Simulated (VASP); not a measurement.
# Tl in VASP: a series of runs

Tl is run at these levels: PBEsol; tasks: single point.

All numbers are computed with VASP 6.6.1; they aren't measurements. Logs are shortened: lines on timing, memory, paths and dates and some standing lists are left out, and cuts for length are marked.

## 1. The cell of the first run

Symmetry: I4/mmm, No. 139, tetragonal system. Conventional cell: a = 3.424 Å, b = 3.424 Å, c = 4.576 Å, α = 90.00°, β = 90.00°, γ = 90.00°. Tl (site symmetry 4/mmm) has 14 Tl at 3.33 to 4.58 Å within 4.6 Å.

## 2. Single point, PBEsol (engineering shear strain xz +0.0000, normal strain along z -0.0550)

The input, INCAR:

```
SYSTEM = Tl
ALGO = Normal
EDIFF = 1E-6
ENCUT = 520
GGA = PS
ISIF = 2
ISMEAR = 0
LASPH = .TRUE.
LCHARG = .FALSE.
LREAL = .FALSE.
LWAVE = .FALSE.
NBANDS = 12
NELM = 60
PREC = Accurate
SIGMA = 0.15
```

The input, KPOINTS:

```
k-points
0
G
  16 16 16
  0 0 0
```

The input, POSCAR:

```
Tl
1.0
    0.0000000000      2.4209731547      2.2878196312
    2.4209731547      0.0000000000      2.2878196312
    2.4209731547      2.4209731547      0.0000000000
Tl
1
Direct
    0.0000000000      0.0000000000      0.0000000000
```

Potentials or basis: VASP PAW PBE potentials, release 64 (Tl_d).

Launch:

```console
> cat potpaw_PBE.64/Tl_d/POTCAR > POTCAR
> mpirun -np 1 vasp_std > vasp.out
```

OUTCAR:

```text
SYSTEM = Tl
   EDIFF = 1E-6
   ENCUT = 520
   GGA = PS
   ISIF = 2
   ISMEAR = 0
   LASPH = .TRUE.
   LREAL = .FALSE.
   NELM = 60
   PREC = Accurate

 ion  position               nearest neighbor table
   1  0.000  0.000  0.000-

  LATTYP: Found a body centered tetragonal cell.
 ALAT       =     3.4237730695
 C/A-ratio  =     1.3364318164

  Lattice vectors:

 A1 = (   0.0000000000,  -2.4209731547,  -2.2878196312)
 A2 = (   0.0000000000,   2.4209731547,  -2.2878196312)
 A3 = (   2.4209731547,   0.0000000000,   2.2878196312)

Analysis of symmetry for initial positions (statically):
=====================================================================
 Subroutine PRICEL returns:
 Original cell was already a primitive cell.

 Routine SETGRP: Setting up the symmetry group for a
 body centered tetragonal supercell.

 Subroutine GETGRP returns: Found 16 space group operations
 (whereof 16 operations were pure point group operations)
 out of a pool of 16 trial point group operations.

The static configuration has the point symmetry D_4h.

Analysis of symmetry for dynamics (positions and initial velocities):
=====================================================================
 Subroutine PRICEL returns:
 Original cell was already a primitive cell.

 Routine SETGRP: Setting up the symmetry group for a
 body centered tetragonal supercell.

 Subroutine GETGRP returns: Found 16 space group operations
 (whereof 16 operations were pure point group operations)
 out of a pool of 16 trial point group operations.

The dynamic configuration has the point symmetry D_4h.

 Subroutine INISYM returns: Found 16 space group operations
 (whereof 16 operations are pure point group operations),
 and found     1 'primitive' translations

----------------------------------------------------------------------------------------

                                     Primitive cell

  volume of cell :      26.8183

  direct lattice vectors                    reciprocal lattice vectors
     0.000000000  2.420973155  2.287819631    -0.206528519  0.206528519  0.218548697
     2.420973155  0.000000000  2.287819631     0.206528519 -0.206528519  0.218548697
     2.420973155  2.420973155  0.000000000     0.206528519  0.206528519 -0.218548697

  length of vectors
     3.330950267  3.330950267  3.423773070     0.364789791  0.364789791  0.364789791

  position of ions in fractional coordinates (direct lattice)
     0.000000000  0.000000000  0.000000000

  ion indices of the primitive-cell ions
   primitive index   ion index
                 1           1

----------------------------------------------------------------------------------------

 KPOINTS: k-points

Automatic generation of k-mesh.
 Grid dimensions read from file:
 generate k-points for:   16   16   16

 Generating k-lattice:

  Cartesian coordinates                     Fractional coordinates (reciprocal lattice)
    -0.012908032  0.012908032  0.013659294     0.062500000  0.000000000  0.000000000
     0.012908032 -0.012908032  0.013659294     0.000000000  0.062500000  0.000000000
     0.012908032  0.012908032 -0.013659294     0.000000000  0.000000000  0.062500000

  Length of vectors
     0.022799362  0.022799362  0.022799362

  Shift w.r.t. Gamma in fractional coordinates (k-lattice)
     0.000000000  0.000000000  0.000000000

 Subroutine IBZKPT returns following result:
 ===========================================

 Found    349 irreducible k-points:

 Following reciprocal coordinates:
            Coordinates               Weight
  0.000000  0.000000  0.000000      1.000000
  0.062500  0.000000  0.000000      8.000000
  0.125000  0.000000  0.000000      8.000000
  0.187500  0.000000  0.000000      8.000000
  0.250000  0.000000  0.000000      8.000000
  0.312500  0.000000  0.000000      8.000000
[... 16 lines left out ...]
 -0.125000  0.062500  0.000000      8.000000
 -0.062500  0.062500  0.000000      4.000000
 [... further k-points ...]
   k-points           NKPTS =    349   k-points in BZ     NKDIM =    349   number of bands    NBANDS=     12
   number of dos      NEDOS =    301   number of ions     NIONS =      1
   total plane-waves  NPLWV =  21952
   dimension x,y,z NGX =    28 NGY =   28 NGZ =   28
   dimension x,y,z NGXF=    56 NGYF=   56 NGZF=   56
   ions per type =               1
   NGX,Y,Z   is equivalent  to a cutoff of  13.97, 13.97, 13.60 a.u.
   NGXF,Y,Z  is equivalent  to a cutoff of  27.95, 27.95, 27.19 a.u.
 SYSTEM =  Tl
   PREC   = accura    normal or accurate (medium, high low for compatibility)
   ISTART =      0    job   : 0-new  1-cont  2-samecut
   ICHARG =      2    charge: 1-file 2-atom 10-const
   ISPIN  =      1    spin polarized calculation?
   LNONCOLLINEAR =      F non collinear calculations
   LSORBIT =      F    spin-orbit coupling
   LASPH  =      T    aspherical Exc in radial PAW
   ENCUT  =  520.0 eV  38.22 Ry    6.18 a.u.   6.19  6.19  6.37*2*pi/ulx,y,z
   NELM   =     60;   NELMIN=  2; NELMDL= -5     # of ELM steps
   EDIFF  = 0.1E-05   stopping-criterion for ELM
   LREAL  =      F    real-space projection
   EDIFFG = 0.1E-04   stopping-criterion for IOM
   NSW    =      0    number of steps for IOM
   IBRION =     -1    ionic relax: 0-MD 1-quasi-New 2-CG
   NFREE  =      0    steps in history (QN), initial steepest desc. (CG)
   ISIF   =      2    stress and relaxation
   ISYM   =      2    0-nonsym 1-usesym 2-fastsym
   POTIM  = 0.5000    time-step for ionic-motion
   TEBEG  =    0.0;   TEEND  =   0.0 temperature during run
   PSTRESS=    0.0 pullay stress
   NELECT =      13.0000    total number of electrons
   NUPDOWN=      -1.0000    fix difference up-down
   EMIN   =  10.00;   EMAX   =-10.00  energy-range for DOS
   EFERMI =   0.00;   METHOD = LEGACY
   ISMEAR =     0;   SIGMA  =   0.15  broadening in eV -4-tet -1-fermi 0-gaus
   EFERMI_NEDOS =   21; number of points for ismear=-14 and -15
   IALGO  =     38    algorithm
   IMIX   =      4    mixing-type and parameters
     AMIX     =   0.40;   BMIX     =  1.00
     AMIX_MAG =   1.60;   BMIX_MAG =  1.00
  volume/ion in A,a.u.               =      26.82       180.98
  Fermi-wavevector in a.u.,A,eV,Ry     =   1.286013  2.430212 22.501717  1.653830
  Thomas-Fermi vector in A             =   2.418113
   LORBIT       =      0    0 simple, 1 ext, 2 COOP (PROOUT), +10 PAW based schemes
   GGA     = PS    functional components
   LHFCALC =     F    Hartree Fock is set to
   AEXX    =    0.0000 exact exchange contribution
   IVDW    =     0    specifies the selected vdW correction
   LEPSILON=     F    determine dielectric tensor
   LRPA    =     F    only Hartree local field effects (RPA)
 non-spin polarized calculation
 Gauss-broadening in eV      SIGMA  =   0.15
  energy-cutoff  :      520.00
  volume of cell :       26.82
 maximum number of plane-waves:       742
 NGX is ok and might be reduce to    28
   NGX = 13   NGY = 13   NGZ = 13

 number of electron      13.0000001 magnetization

 Free energy of the ion-electron system (eV)
  ---------------------------------------------------
  ext. energy  EPLUGINS =         0.00000000
  ---------------------------------------------------
  free energy    TOTEN  =        -2.60690880 eV

  energy without entropy =       -2.60007764  energy(sigma->0) =       -2.60349322

 E-fermi :   7.0224     XC(G=0): -10.6924

 val. band max:        7.0222711867   @ k =   0.5000   0.2500   0.1250
 cond. band min:       7.0391293396   @ k =  -0.3125   0.4375   0.1875
 fundamental gap:      0.0168581529
 Fermi energy:         7.0224442770

 k-point     1 :       0.0000    0.0000    0.0000
  band No.  band energies     occupation
      1      -4.6017      2.00000
      2      -4.6017      2.00000
      3      -4.4683      2.00000
      4      -4.2968      2.00000
      5      -4.1683      2.00000
      6      -3.4438      2.00000
      7      17.8371      0.00000
      8      17.9779      0.00000
      9      17.9779      0.00000
     10      18.1326      0.00000
     11      22.1870      0.00000
     12      22.7436      0.00000

 k-point     2 :       0.0625    0.0000    0.0000
  band No.  band energies     occupation
      1      -4.5988      2.00000
      2      -4.5887      2.00000
      3      -4.4638      2.00000
      4      -4.2967      2.00000
      5      -4.1726      2.00000
      6      -3.3546      2.00000
      7      16.8075      0.00000
      8      17.8139      0.00000
      9      17.8595      0.00000
     10      18.1381      0.00000
     11      22.3067      0.00000
     12      22.8870      0.00000

 k-point     3 :       0.1250    0.0000    0.0000
  band No.  band energies     occupation
      1      -4.6026      2.00000
      2      -4.5585      2.00000
      3      -4.4493      2.00000
      4      -4.2890      2.00000
      5      -4.1810      2.00000
      6      -3.0791      2.00000
      7      14.7163      0.00000
      8      17.5325      0.00000
      9      17.5976      0.00000
     10      18.1902      0.00000
     11      21.8282      0.00000
     12      22.4793      0.00000

 k-point     4 :       0.1875    0.0000    0.0000
  band No.  band energies     occupation
      1      -4.6309      2.00000
      2      -4.5357      2.00000
      3      -4.4297      2.00000
      4      -4.2534      2.00000
      5      -4.1788      2.00000
      6      -2.6070      2.00000
      7      12.4960      0.00000
      8      17.0621      0.00000
      9      17.2854      0.00000
     10      18.2337      0.00000
     11      21.1777      0.00000
     12      21.9348      0.00000

 k-point     5 :       0.2500    0.0000    0.0000
  band No.  band energies     occupation
      1      -4.6810      2.00000
      2      -4.5388      2.00000
      3      -4.4247      2.00000
      4      -4.1787      2.00000
      5      -4.1478      2.00000
      6      -1.9380      2.00000
      7      10.3313      0.00000
      8      16.5258      0.00000
      9      16.9239      0.00000
     10      18.2171      0.00000
     11      20.6488      0.00000
     12      21.4619      0.00000
[... 228 lines left out ...]
      1      -4.6853      2.00000
      2      -4.5233      2.00000
      3      -4.4298      2.00000
      4      -4.2021      2.00000
      5      -4.1075      2.00000
      6      -1.6291      2.00000
      7       9.8040      0.00000
      8      15.5103      0.00000
      9      16.9627      0.00000
     10      18.1651      0.00000
     11      20.0052      0.00000
     12      20.9775      0.00000

 k-point    22 :      -0.1875    0.0625    0.0000
  band No.  band energies     occupation
      1      -4.6419      2.00000
      2      -4.5143      2.00000
      3      -4.4187      2.00000
      4      -4.2829      2.00000
      5      -4.1477      2.00000
      6      -2.3499      2.00000
      7      11.9272      0.00000
      8      15.7453      0.00000
      9      17.6556      0.00000
     10      18.5140      0.00000
     11      20.1932      0.00000
     12      21.2224      0.00000

 k-point    23 :      -0.1250    0.0625    0.0000
  band No.  band energies     occupation
      1      -4.6173      2.00000
      2      -4.5369      2.00000
      3      -4.4234      2.00000
      4      -4.3148      2.00000
      5      -4.1650      2.00000
      6      -2.8784      2.00000
      7      14.1189      0.00000
      8      16.0660      0.00000
      9      18.1103      0.00000
     10      18.5613      0.00000
     11      20.7641      0.00000
     12      21.6890      0.00000

 k-point    24 :      -0.0625    0.0625    0.0000
  band No.  band energies     occupation
      1      -4.6089      2.00000
      2      -4.5719      2.00000
      3      -4.4395      2.00000
      4      -4.3102      2.00000
      5      -4.1681      2.00000
      6      -3.2114      2.00000
      7      16.1063      0.00000
      8      16.6115      0.00000
      9      18.1615      0.00000
     10      18.3499      0.00000
     11      21.6049      0.00000
     12      22.4009      0.00000

 [... further k-points ...]

------------------------ aborting loop because EDIFF is reached ----------------------------------------

  FORCE on cell =-STRESS in cart. coord.  units (eV):
  Direction    XX          YY          ZZ          XY          YZ          ZX
  --------------------------------------------------------------------------------------
  -------------------------------------------------------------------------------------
  Total        0.3544871      0.3544871      0.4667786      0.0000000      0.0000000      0.0000000
  in kB       21.1777259     21.1777259     27.8862316      0.0000000      0.0000000      0.0000000
  external PRESSURE =      23.4138945 kB  Pullay stress =       0.0000000 kB

 VOLUME and BASIS-vectors are now :
 -----------------------------------------------------------------------------
  energy-cutoff  :      520.00
  volume of cell :       26.82
      direct lattice vectors                 reciprocal lattice vectors
     0.000000000  2.420973155  2.287819631    -0.206528519  0.206528519  0.218548697
     2.420973155  0.000000000  2.287819631     0.206528519 -0.206528519  0.218548697
     2.420973155  2.420973155  0.000000000     0.206528519  0.206528519 -0.218548697

 POSITION                                       TOTAL-FORCE (eV/Angst)
 -----------------------------------------------------------------------------------
      0.00000      0.00000      0.00000        -0.000000     -0.000000      0.000000
 -----------------------------------------------------------------------------------
    total drift:                               -0.000000     -0.000000     -0.000000

  FREE ENERGIE OF THE ION-ELECTRON SYSTEM (eV)
  ---------------------------------------------------
  free  energy   TOTEN  =        -2.6069088044 eV

  energy  without entropy=       -2.6000776411  energy(sigma->0) =       -2.60349322
```

Run time: 70 s. Hardware: 1 thread of Oxide Virtual Turin-like, shared host; peak memory 0.2 GiB.

Results:

- Free energy: -2.6069 eV
- Pressure: 2.3 GPa
- Band gap on the k mesh: zero (an odd number of electrons rules out a gap without spin polarisation)

Caveat: the cell differs from its parent crystal (engineering shear strain xz +0.0000, normal strain along z -0.0550); the PAW data sets were made with another functional, which shifts forces and pressure a little; spin-orbit coupling is left out, which moves the levels of the heavy elements.

## 3. Single point, PBEsol (engineering shear strain xz +0.0000, normal strain along z +0.1100)

The input, INCAR:

```
ALGO = Normal
EDIFF = 1E-6
ENCUT = 520
GGA = PS
ISIF = 2
ISMEAR = 0
LASPH = T
LCHARG = F
LREAL = F
LWAVE = F
NBANDS = 12
NELM = 100
PREC = Accurate
SIGMA = 0.15
```

The input, KPOINTS:

```
k-points
0
Gamma
  16 16 16
```

The input, POSCAR:

```
Tl
1.0
    0.0000000000      2.4209731547      2.6872802017
    2.4209731547      0.0000000000      2.6872802017
    2.4209731547      2.4209731547      0.0000000000
Tl
1
Direct
    0.0000000000      0.0000000000      0.0000000000
```

Potentials or basis: VASP PAW PBE potentials, release 64 (Tl_d).

Launch:

```console
> cat potpaw_PBE.64/Tl_d/POTCAR > POTCAR
> mpirun -np 1 vasp_std > vasp.out
```

It took 1.9 min on 1 thread of Oxide Virtual Turin-like, shared host; peak memory 0.22 GiB.

Results (log left out):

```yaml
Free_energy: -2.5883 eV
Pressure: -3.0 GPa
Band_gap_on_the_k_mesh: zero (an odd number of electrons rules out a gap without spin polarisation)
```

Stress tensor (GPa, compression positive):
```
-2.82  0.00  0.00
 0.00 -2.82  0.00
 0.00  0.00 -3.22
```

Levels at points of the mesh, in eV from the Fermi level:
| k point | band 4 | band 5 | band 6 | band 7 | band 8 | band 9 |
| --- | --- | --- | --- | --- | --- | --- |
| (0.00, 0.00, 0.00) | -11.26 | -11.08 | -9.39 | 9.49 | 9.49 | 9.63 |
| (0.50, 0.00, 0.00) | -11.00 | -10.93 | -5.27 | -2.49 | 6.53 | 8.57 |
| (0.50, 0.50, 0.00) | -10.93 | -10.93 | -4.63 | -2.04 | 4.77 | 4.77 |
| (0.50, 0.00, 0.50) | -10.99 | -10.83 | -3.35 | -1.19 | 3.25 | 3.84 |

Caveat: the cell differs from its parent crystal (engineering shear strain xz +0.0000, normal strain along z +0.1100); the PAW data sets were made with another functional, which shifts forces and pressure a little; spin-orbit coupling is left out, which moves the levels of the heavy elements.

(Continued in part 2 of 2.)

The gap in the log of VASP goes by the Fermi energy; the results here count the filled bands.